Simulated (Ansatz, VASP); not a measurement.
Yb: VASP beside Ansatz

```xyz
1
Lattice="0.0000 2.6124 2.6124 2.6124 0.0000 2.6124 2.6124 2.6124 0.0000" Properties=species:S:1:pos:R:3 pbc="T T T"
Yb    0.0000    0.0000    0.0000
```

Alike in both runs: task single point; functional PBE; k mesh 16 × 16 × 16; occupations fermi-dirac, width 0.05 eV; no spin polarisation.

```csv
,VASP,Ansatz
version,VASP 6.6.1,Ansatz 0.2.0
potentials or method,"VASP PAW PBE potentials, release 64 (Yb), cutoff 520 eV","all-electron LAPW, scalar-relativistic"
```

|  | VASP | Ansatz | Ansatz less VASP |
| --- | --- | --- | --- |
| pressure (GPa) | -0.1 | 0.0 | +0.07 |

Ansatz ran all-electron here, and VASP with PAW potentials.

Spin-orbit coupling is off throughout.
